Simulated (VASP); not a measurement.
Wanted: the native input for a VASP 6.6.1 run.

| Quantity | Value |
| --- | --- |
| Task | single point |
| Functional | PBE |
| Potentials or basis | VASP PAW PBE potentials, release 64 (Ta_pv, Si, O) |
| Cutoff | 520 eV |
| k mesh | 6 × 6 × 4 |
| Occupations | gaussian, width 0.1 eV |
| Spin | no spin polarisation |
| Dipole correction | no |
| Further INCAR settings | ALGO = Normal; EDIFF = 1e-06; NBANDS = 27 |

The structure of Ta2SiO2 lies in POSCAR:

```
Ta2SiO2
1.0
    3.5636546200      0.0000000000      0.0000000000
   -1.7818273100      3.0862154300      0.0000000000
    0.0000000000      0.0000000000      4.9775965400
Ta Si O
2 1 2
Direct
    0.6666666700      0.3333333300      0.6155828900
    0.3333333300      0.6666666700      0.3844171100
    0.0000000000      0.0000000000      0.0000000000
    0.3333333300      0.6666666700      0.8695532600
    0.6666666700      0.3333333300      0.1304467400
```

These files were run (other wordings do the same):

INCAR

```
SYSTEM = Ta2SiO2
PREC = Accurate ; ENCUT = 520
EDIFF = 1E-6 ; ISMEAR = 0
SIGMA = 0.1 ; LREAL = .FALSE.
LASPH = .TRUE. ; NELM = 80
ALGO = Normal ; ISIF = 2
LWAVE = .FALSE. ; LCHARG = .FALSE.
GGA = PE ; NBANDS = 27
```

KPOINTS

```
Automatic mesh
0
G
  6 6 4
  0 0 0
```

Potentials or basis: VASP PAW PBE potentials, release 64 (Ta_pv, Si, O).

Run with:

```bash
$ cat potpaw_PBE.64/Ta_pv/POTCAR potpaw_PBE.64/Si/POTCAR potpaw_PBE.64/O/POTCAR > POTCAR
$ mpirun -np 1 vasp_std > vasp.out
```

It gave:

```
Pressure               : 53.9 GPa
Largest force          : 8.664 eV/Å
Band gap on the k mesh : zero (bands 19 and 20 overlap by 2.30 eV)
```

Caveat: the cell stands under pressure; spin-orbit coupling is left out, which moves the levels of the heavy elements; forces of over 1 eV/Å act on the atoms, so gaps and moduli don't describe the material at rest.

It took 16 s on 1 thread of Intel(R) Xeon(R) 6975P-C (Granite Rapids), on a shared host, peak memory 0.19 GiB.
